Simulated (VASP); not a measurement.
# GeSb2Te4 (R3m) in VASP: single point with PBE

Aim: the single point of GeSb2Te4 with PBE.

Everything below comes from runs of VASP 6.6.1. Logs are shortened: lines on timing, memory, paths and dates and some standing lists are left out, and cuts for length are marked.

### 1 The cell of the first run

Symmetry: R3m, No. 160, trigonal system. The conventional cell has a = 4.309 Å, b = 4.309 Å, c = 41.691 Å, α = 90.00°, β = 90.00°, γ = 120.00°. Ge (site symmetry 3m) has 6 Te at 2.86 to 3.32 Å within 3.8 Å. Within 4.0 Å of Sb (site symmetry 3m) lie 6 Te at 3.02 to 3.21 Å. Within 4.0 Å of Sb (site symmetry 3m) lie 6 Te at 3.03 to 3.16 Å. Within 3.9 Å of Te (site symmetry 3m) lie 3 Ge at 2.86 Å and 3 Te at 3.80 Å. Te (site symmetry 3m) has 3 Sb at 3.02 Å and 3 Te at 3.80 Å within 4.0 Å. Within 4.5 Å of Te (site symmetry 3m) lie 6 Sb at 3.16 to 3.21 Å and 12 Te at 4.31 to 4.48 Å. Within 4.0 Å of Te (site symmetry 3m) lie 3 Sb at 3.03 Å and 3 Ge at 3.32 Å.

### 2 Single point, PBE

INCAR

```
PREC = Accurate
ENCUT = 520
EDIFF = 1E-7
ISMEAR = 0
SIGMA = 0.1
LREAL = F
LASPH = T
NELM = 80
ALGO = Normal
ISIF = 2
LWAVE = F
LCHARG = F
GGA = PE
NBANDS = 33
```

KPOINTS

```
Automatic mesh
0
Gamma
  6 6 6
```

POSCAR

```
GeSb2Te4
1.0
    2.1547300800      1.2440339900     13.8970814100
   -2.1547300800      1.2440339900     13.8970814100
    0.0000000000     -2.4880679800     13.8970814100
Ge Sb Te
1 2 4
Direct
    0.5704570000      0.5704570000      0.5704570000
    0.4265280000      0.4265280000      0.4265280000
    0.9979880000      0.9979880000      0.9979880000
    0.8697700000      0.8697700000      0.8697700000
    0.1341650000      0.1341650000      0.1341650000
    0.7113700000      0.7113700000      0.7113700000
    0.2897210000      0.2897210000      0.2897210000
```

Potentials or basis: VASP PAW PBE potentials, release 64 (Ge_d, Sb, Te).

Command:

```sh
cat potpaw_PBE.64/Ge_d/POTCAR potpaw_PBE.64/Sb/POTCAR potpaw_PBE.64/Te/POTCAR > POTCAR
mpirun -np 1 vasp_std > vasp.out
```

OUTCAR:

```text
PREC = Accurate
   ENCUT = 520
   EDIFF = 1E-7
   ISMEAR = 0
   LREAL = F
   LASPH = T
   NELM = 80
   ISIF = 2
   GGA = PE

 ion  position               nearest neighbor table
   1  0.570  0.570  0.570-   4 2.86   4 2.86   4 2.86
   2  0.427  0.427  0.427-   5 3.02   5 3.02   5 3.02   6 3.21   6 3.21   6 3.21
   3  0.998  0.998  0.998-   7 3.03   7 3.03   7 3.03   6 3.16   6 3.16   6 3.16
   4  0.870  0.870  0.870-   1 2.86   1 2.86   1 2.86
   5  0.134  0.134  0.134-   2 3.02   2 3.02   2 3.02
   6  0.711  0.711  0.711-   3 3.16   3 3.16   3 3.16   2 3.21   2 3.21   2 3.21
   7  0.290  0.290  0.290-   3 3.03   3 3.03   3 3.03

  LATTYP: Found a trigonal (rhomboedric) cell.
 ALAT       =    14.1180506446
 COS(alpha) =     0.9534128361

  Lattice vectors:

 A1 = (   2.1547300800,   1.2440339900,  13.8970814100)
 A2 = (  -2.1547300800,   1.2440339900,  13.8970814100)
 A3 = (   0.0000000000,  -2.4880679800,  13.8970814100)

Analysis of symmetry for initial positions (statically):
=====================================================================
 Subroutine PRICEL returns:
 Original cell was already a primitive cell.

 Routine SETGRP: Setting up the symmetry group for a
 trigonal (rhombohedral) supercell.

 Subroutine GETGRP returns: Found  6 space group operations
 (whereof  6 operations were pure point group operations)
 out of a pool of 12 trial point group operations.

The static configuration has the point symmetry C_3v.

Analysis of symmetry for dynamics (positions and initial velocities):
=====================================================================
 Subroutine PRICEL returns:
 Original cell was already a primitive cell.

 Routine SETGRP: Setting up the symmetry group for a
 trigonal (rhombohedral) supercell.

 Subroutine GETGRP returns: Found  6 space group operations
 (whereof  6 operations were pure point group operations)
 out of a pool of 12 trial point group operations.

The dynamic configuration has the point symmetry C_3v.

 Subroutine INISYM returns: Found  6 space group operations
 (whereof  6 operations are pure point group operations),
 and found     1 'primitive' translations

----------------------------------------------------------------------------------------

                                     Primitive cell

  volume of cell :     223.5116

  direct lattice vectors                    reciprocal lattice vectors
     2.154730080  1.244033990 13.897081410     0.232047626  0.133972760  0.023985852
    -2.154730080  1.244033990 13.897081410    -0.232047626  0.133972760  0.023985852
     0.000000000 -2.488067980 13.897081410     0.000000000 -0.267945519  0.023985852

  length of vectors
    14.118050645 14.118050645 14.118050644     0.269016955  0.269016955  0.269016955

  position of ions in fractional coordinates (direct lattice)
     0.570457000  0.570457000  0.570457000
     0.426528000  0.426528000  0.426528000
     0.997988000  0.997988000  0.997988000
     0.869770000  0.869770000  0.869770000
     0.134165000  0.134165000  0.134165000
     0.711370000  0.711370000  0.711370000
     0.289721000  0.289721000  0.289721000

  ion indices of the primitive-cell ions
   primitive index   ion index
                 1           1
                 2           2
                 3           3
                 4           4
                 5           5
                 6           6
                 7           7

----------------------------------------------------------------------------------------

 KPOINTS: Automatic mesh

Automatic generation of k-mesh.
 Grid dimensions read from file:
 generate k-points for:    6    6    6

 Generating k-lattice:

  Cartesian coordinates                     Fractional coordinates (reciprocal lattice)
     0.038674604  0.022328793  0.003997642     0.166666667  0.000000000  0.000000000
    -0.038674604  0.022328793  0.003997642     0.000000000  0.166666667  0.000000000
     0.000000000 -0.044657587  0.003997642     0.000000000  0.000000000  0.166666667

  Length of vectors
     0.044836159  0.044836159  0.044836159

  Shift w.r.t. Gamma in fractional coordinates (k-lattice)
     0.000000000  0.000000000  0.000000000

 Subroutine IBZKPT returns following result:
 ===========================================

 Found     32 irreducible k-points:

 Following reciprocal coordinates:
            Coordinates               Weight
  0.000000  0.000000  0.000000      1.000000
  0.166667  0.000000  0.000000      6.000000
  0.333333  0.000000 -0.000000      6.000000
  0.500000  0.000000 -0.000000      3.000000
  0.166667  0.166667  0.000000      6.000000
  0.333333  0.166667 -0.000000     12.000000
[... 16 lines left out ...]
  0.500000  0.500000  0.166667      6.000000
 -0.333333  0.500000  0.166667     12.000000
 [... further k-points ...]
   k-points           NKPTS =     32   k-points in BZ     NKDIM =     32   number of bands    NBANDS=     33
   number of dos      NEDOS =    301   number of ions     NIONS =      7
   total plane-waves  NPLWV = ******
   dimension x,y,z NGX =   108 NGY =  108 NGZ =  108
   dimension x,y,z NGXF=   216 NGYF=  216 NGZF=  216
   ions per type =               1   2   4
   NGX,Y,Z   is equivalent  to a cutoff of  12.72, 12.72, 12.72 a.u.
   NGXF,Y,Z  is equivalent  to a cutoff of  25.43, 25.43, 25.43 a.u.
 SYSTEM =  unknown system
   PREC   = accura    normal or accurate (medium, high low for compatibility)
   ISTART =      0    job   : 0-new  1-cont  2-samecut
   ICHARG =      2    charge: 1-file 2-atom 10-const
   ISPIN  =      1    spin polarized calculation?
   LNONCOLLINEAR =      F non collinear calculations
   LSORBIT =      F    spin-orbit coupling
   LASPH  =      T    aspherical Exc in radial PAW
   ENCUT  =  520.0 eV  38.22 Ry    6.18 a.u.  26.25 26.25 26.25*2*pi/ulx,y,z
   NELM   =     80;   NELMIN=  2; NELMDL= -5     # of ELM steps
   EDIFF  = 0.1E-06   stopping-criterion for ELM
   LREAL  =      F    real-space projection
   EDIFFG = 0.1E-05   stopping-criterion for IOM
   NSW    =      0    number of steps for IOM
   IBRION =     -1    ionic relax: 0-MD 1-quasi-New 2-CG
   NFREE  =      0    steps in history (QN), initial steepest desc. (CG)
   ISIF   =      2    stress and relaxation
   ISYM   =      2    0-nonsym 1-usesym 2-fastsym
   POTIM  = 0.5000    time-step for ionic-motion
   TEBEG  =    0.0;   TEEND  =   0.0 temperature during run
   PSTRESS=    0.0 pullay stress
   NELECT =      48.0000    total number of electrons
   NUPDOWN=      -1.0000    fix difference up-down
   EMIN   =  10.00;   EMAX   =-10.00  energy-range for DOS
   EFERMI =   0.00;   METHOD = LEGACY
   ISMEAR =     0;   SIGMA  =   0.10  broadening in eV -4-tet -1-fermi 0-gaus
   EFERMI_NEDOS =   21; number of points for ismear=-14 and -15
   IALGO  =     38    algorithm
   IMIX   =      4    mixing-type and parameters
     AMIX     =   0.40;   BMIX     =  1.00
     AMIX_MAG =   1.60;   BMIX_MAG =  1.00
  volume/ion in A,a.u.               =      31.93       215.48
  Fermi-wavevector in a.u.,A,eV,Ry     =   0.980367  1.852625 13.076818  0.961119
  Thomas-Fermi vector in A             =   2.111291
   LORBIT       =      0    0 simple, 1 ext, 2 COOP (PROOUT), +10 PAW based schemes
   GGA     = PE    functional components
   LHFCALC =     F    Hartree Fock is set to
   AEXX    =    0.0000 exact exchange contribution
   IVDW    =     0    specifies the selected vdW correction
   LEPSILON=     F    determine dielectric tensor
   LRPA    =     F    only Hartree local field effects (RPA)
 non-spin polarized calculation
 Gauss-broadening in eV      SIGMA  =   0.10
  energy-cutoff  :      520.00
  volume of cell :      223.51
 maximum number of plane-waves:      6040
 NGX is ok and might be reduce to   108
   NGX = 53   NGY = 53   NGZ = 53

 number of electron      47.9999998 magnetization

 Free energy of the ion-electron system (eV)
  ---------------------------------------------------
  ext. energy  EPLUGINS =         0.00000000
  ---------------------------------------------------
  free energy    TOTEN  =       -26.12946027 eV

  energy without entropy =      -26.12931385  energy(sigma->0) =      -26.12938706

 E-fermi :   6.1075     XC(G=0):  -9.2277

 val. band max:        5.9276801187   @ k =   0.3333   0.1667   0.1667
 cond. band min:       6.2735638386   @ k =   0.5000   0.5000  -0.0000
 fundamental gap:      0.3458837199
 Fermi energy:         6.1075430662

 k-point     1 :       0.0000    0.0000    0.0000
  band No.  band energies     occupation
      1     -18.7351      2.00000
      2     -18.7351      2.00000
      3     -18.7262      2.00000
      4     -18.7262      2.00000
      5     -18.7236      2.00000
      6      -7.1435      2.00000
[... 25 lines left out ...]
     32       8.3151      0.00000
     33       8.3151      0.00000

 k-point     2 :       0.1667    0.0000    0.0000
  band No.  band energies     occupation
      1     -18.7355      2.00000
      2     -18.7346      2.00000
      3     -18.7264      2.00000
      4     -18.7261      2.00000
      5     -18.7232      2.00000
      6      -6.9002      2.00000
[... 25 lines left out ...]
     32       8.5902      0.00000
     33       9.1200      0.00000

 k-point     3 :       0.3333    0.0000   -0.0000
  band No.  band energies     occupation
      1     -18.7363      2.00000
      2     -18.7337      2.00000
      3     -18.7269      2.00000
      4     -18.7260      2.00000
      5     -18.7225      2.00000
      6      -6.2182      2.00000
[... 25 lines left out ...]
     32       9.1578      0.00000
     33       9.4872      0.00000

 k-point     4 :       0.5000    0.0000   -0.0000
  band No.  band energies     occupation
      1     -18.7368      2.00000
      2     -18.7333      2.00000
      3     -18.7271      2.00000
      4     -18.7259      2.00000
      5     -18.7222      2.00000
      6      -5.4258      2.00000
[... 25 lines left out ...]
     32       9.8807      0.00000
     33       9.9076      0.00000

 k-point     5 :       0.1667    0.1667    0.0000
  band No.  band energies     occupation
      1     -18.7355      2.00000
      2     -18.7346      2.00000
      3     -18.7264      2.00000
      4     -18.7261      2.00000
      5     -18.7232      2.00000
      6      -6.8980      2.00000
[... 604 lines left out ...]
 k-point    22 :      -0.1667    0.3333    0.1667
  band No.  band energies     occupation
      1     -18.7363      2.00000
      2     -18.7337      2.00000
      3     -18.7269      2.00000
      4     -18.7261      2.00000
      5     -18.7222      2.00000
      6      -5.6333      2.00000
[... 25 lines left out ...]
     32       9.4220      0.00000
     33      10.1063      0.00000

 k-point    23 :       0.5000    0.5000    0.1667
  band No.  band energies     occupation
      1     -18.7363      2.00000
      2     -18.7337      2.00000
      3     -18.7269      2.00000
      4     -18.7260      2.00000
      5     -18.7225      2.00000
      6      -6.1978      2.00000
[... 25 lines left out ...]
     32       9.3527      0.00000
     33       9.5974      0.00000

 k-point    24 :      -0.3333    0.5000    0.1667
  band No.  band energies     occupation
      1     -18.7363      2.00000
      2     -18.7337      2.00000
      3     -18.7269      2.00000
      4     -18.7261      2.00000
      5     -18.7222      2.00000
      6      -5.6199      2.00000
[... 25 lines left out ...]
     32       9.6851      0.00000
     33       9.9837      0.00000

 [... further k-points ...]
[... 5 lines left out ...]
  --------------------------------------------------------------------------------------
  -------------------------------------------------------------------------------------
  Total        0.0025024      0.0025024      0.4271058      0.0000000      0.0000000      0.0000000
  in kB        0.0179378      0.0179378      3.0615833      0.0000000      0.0000000      0.0000000
  external PRESSURE =       1.0324863 kB  Pullay stress =       0.0000000 kB

 VOLUME and BASIS-vectors are now :
 -----------------------------------------------------------------------------
  energy-cutoff  :      520.00
  volume of cell :      223.51
      direct lattice vectors                 reciprocal lattice vectors
     2.154730080  1.244033990 13.897081410     0.232047626  0.133972760  0.023985852
    -2.154730080  1.244033990 13.897081410    -0.232047626  0.133972760  0.023985852
     0.000000000 -2.488067980 13.897081410     0.000000000 -0.267945519  0.023985852

 POSITION                                       TOTAL-FORCE (eV/Angst)
 -----------------------------------------------------------------------------------
      0.00000      0.00000     23.78306         0.000000      0.000000     -0.035463
      0.00000      0.00000     17.78248         0.000000      0.000000      0.044972
      0.00000      0.00000     41.60736         0.000000     -0.000000     -0.055680
      0.00000      0.00000     36.26179         0.000000      0.000000      0.080457
      0.00000      0.00000      5.59351         0.000000     -0.000000     -0.012658
      0.00000      0.00000     29.65790         0.000000     -0.000000      0.018587
      0.00000      0.00000     12.07883         0.000000      0.000000     -0.040215
 -----------------------------------------------------------------------------------
    total drift:                               -0.000000     -0.000000      0.000495

  FREE ENERGIE OF THE ION-ELECTRON SYSTEM (eV)
  ---------------------------------------------------
  free  energy   TOTEN  =       -26.1294602712 eV

  energy  without entropy=      -26.1293138495  energy(sigma->0) =      -26.12938706
```

It took 58 min on 1 thread of AMD EPYC 7R13 (Zen 3), shared host; peak memory 2 GiB.

Results:

```
Free energy            : -26.1295 eV
Pressure               : 0.1 GPa
Largest force          : 0.080 eV/Å
Band gap on the k mesh : 0.35 eV (least direct gap 0.42 eV)
```

Forces in eV/Å, atoms in the order of the input:
```
Ge   0.000  0.000 -0.035
Sb   0.000  0.000  0.045
Sb   0.000  0.000 -0.056
Te   0.000  0.000  0.080
Te   0.000  0.000 -0.013
Te   0.000  0.000  0.019
Te   0.000  0.000 -0.040
```

Levels at points of the mesh, in eV from the valence-band top:
```csv
k point,band 20,band 21,band 22,band 23,band 24,band 25,band 26,band 27,band 28,band 29
"(0.00, 0.00, 0.00)",-1.34,-1.31,-1.31,-0.98,-0.10,0.49,0.49,0.49,1.31,1.31
"(0.50, 0.00, 0.00)",-2.26,-1.72,-1.57,-1.32,-1.03,0.72,0.95,1.20,1.85,2.25
"(0.50, 0.50, 0.00)",-2.52,-2.36,-1.96,-1.35,-0.46,0.35,0.88,1.69,1.89,2.65
"(0.50, 0.50, 0.50)",-1.44,-1.19,-1.19,-1.19,-0.04,0.38,0.38,0.44,1.43,1.52
```

Caveat: spin-orbit coupling is left out, which moves the levels of the heavy elements.
